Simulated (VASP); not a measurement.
Cu: single point with PBE

The system is Cu.

```
CELL_PARAMETERS angstrom
0.00000 1.80750 1.80750
1.80750 0.00000 1.80750
1.80750 1.80750 0.00000
ATOMIC_POSITIONS crystal
Cu 0.00000 0.00000 0.00000
```

```
Program                : VASP 6.6.1
Task                   : single point
Functional             : PBE
Potentials or basis    : VASP PAW PBE potentials, release 64 (Cu)
Cutoff                 : 600 eV
k mesh                 : 4 × 4 × 4
Occupations            : fermi-dirac, width 0.1 eV
Spin                   : no spin polarisation
Dipole correction      : no
Further INCAR settings : ALGO = Normal; EDIFF = 1e-06; NBANDS = 12
```

```yaml
Pressure: 4.1 GPa
```

Levels at points of the mesh, in eV from the Fermi level:
```
           k point  band 2  band 3  band 4  band 5  band 6  band 7  band 8  band 9  band 10  band 11
(0.00, 0.00, 0.00)   -3.66   -3.66   -3.66   -2.84   -2.84   21.98   24.63   24.63    24.63    27.11
(0.50, 0.00, 0.00)   -3.70   -3.70   -2.28   -2.28   -1.61    3.13   20.48   21.45    21.45    24.46
(0.50, 0.50, 0.00)   -5.05   -2.29   -2.13   -2.13    0.89    6.49   12.47   12.47    16.96    19.64
```

Wall time 4.3 s on 1 thread of Intel Xeon 8259CL, on a shared host, peak memory 0.12 GiB.

Caveat: the k points lie up to 0.75 Å⁻¹ apart.
